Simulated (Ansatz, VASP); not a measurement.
# LiCl in VASP and in Ansatz

Contents of INCAR:

```
ALGO = Normal
EDIFF = 1E-7
ENCUT = 520
GGA = PE
ISIF = 2
ISMEAR = -1
LASPH = True
LCHARG = True
LELF = True
LREAL = False
LVHAR = True
LWAVE = False
NBANDS = 12
NELM = 80
PREC = Accurate
SIGMA = 0.02
```

The input KPOINTS:

```
k-points
0
Gamma
  8 8 8
```

File POSCAR:

```
LiCl
1.0
    3.4340255319      0.0000000000      0.0000000000
    0.0000000000      3.4340255319      0.0000000000
    0.0000000000      0.0000000000      3.2711235777
Li Cl
1 1
Direct
    0.0000000000      0.0000000000      0.0000000000
    0.5000000000      0.5000000000      0.5000000000
```

Input for Ansatz:

```yaml
crystal:
  lattice:
    - [3.4340255319, 0.0, 0.0]
    - [0.0, 3.4340255319, 0.0]
    - [0.0, 0.0, 3.2711235777]
  atoms:
    - { symbol: Li, position: [0.0, 0.0, 0.0] }
    - { symbol: Cl, position: [0.5, 0.5, 0.5] }
kpoints:
  mp_grid: { grid: [8, 8, 8] }
  band_path:
    path: [[0.0, 0.0, 0.0], [0.0, 0.5, 0.0], [0.5, 0.5, 0.0], [0.5, 0.5, 0.5]]
    npoints: 1
hamiltonian:
  xc: pbe
scf:
  occupations: { method: fermi_dirac, width: 0.02 }
  n_extra_bands: 4
output:
  forces: true
  stress: true
  eigenvalues: true
```

Change from the starting cell: biaxial_xy strain +5.0%.

Alike in both runs: task single point; functional PBE; k mesh 8 × 8 × 8; occupations fermi-dirac, width 0.02 eV; no spin polarisation.

|  | VASP | Ansatz |
| --- | --- | --- |
| version | VASP 6.6.1 | Ansatz 0.2.0 |
| potentials or method | VASP PAW PBE potentials, release 64 (Li_sv, Cl) | plane waves, PAW |
| plane-wave cutoff (eV) | 520 | 420 |
| valence electrons in the cell | 10 | 10 |

Ansatz gave:

| Item | Value |
| --- | --- |
| gap on the k mesh at the Fermi level (eV) | 3.80 |

Estimate VASP's values.

gap on the k mesh at the Fermi level (eV): 3.81.

Noted on VASP's run: the cutoff is under 1.25 times that of the potentials, so the pressure is a little rough.
